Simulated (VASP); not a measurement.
Here is a VASP 6.6.1 calculation.

The input INCAR:

```
SYSTEM = MoS2
ALGO = Normal ; EDIFF = 1E-6
ENCUT = 520 ; GGA = PS
ISIF = 2 ; ISMEAR = 0
LASPH = .TRUE. ; LCHARG = .FALSE.
LREAL = Auto ; LWAVE = .FALSE.
NBANDS = 78 ; NELM = 100
PREC = Accurate ; SIGMA = 0.05
```

Contents of KPOINTS:

```
k-points
0
G
  8 4 1
  0 0 0
```

POSCAR

```
MoS2
1.0
    3.1431208307      0.0000000000      0.0000000000
    0.0000000000      6.5400925761      0.0000000000
    0.0000000000      0.0000000000     27.2110174743
S Mo
10 5
Direct
    0.5000000000      0.1903528276      0.2756236516
    0.0000000000      0.6170850351      0.3399526325
    0.0000000000      0.0748681500      0.3717295806
    0.5000000000      0.5016003575      0.4360585615
    0.5000000000      0.9593834724      0.4678355096
    0.0000000000      0.3861156799      0.5321644904
    0.0000000000      0.8438987947      0.5639414385
    0.5000000000      0.2706310022      0.6282704194
    0.5000000000      0.7284141171      0.6600473675
    0.0000000000      0.1551463246      0.7243763484
    0.5000000000      0.8845106962      0.3238085187
    0.0000000000      0.7690260186      0.4199144477
    0.5000000000      0.6535413410      0.5160203767
    0.0000000000      0.5380566634      0.6121263056
    0.5000000000      0.4225719858      0.7082322346
```

Potentials or basis: VASP PAW PBE potentials, release 64 (S, Mo_sv).

The run is started by

```console
$ cat potpaw_PBE.64/S/POTCAR potpaw_PBE.64/Mo_sv/POTCAR > POTCAR
$ mpirun -np 1 vasp_std > vasp.out
```

(1) Estimate the band gap on the k mesh.

(2) What does it give for the largest force?

## Answers

(1) zero (bands 65 and 66 overlap by 0.61 eV).

(2) 3.353 eV/Å.

Caveat: there is no dipole correction, which matters where the two faces differ; the PAW data sets were made with another functional, which shifts forces and pressure a little.
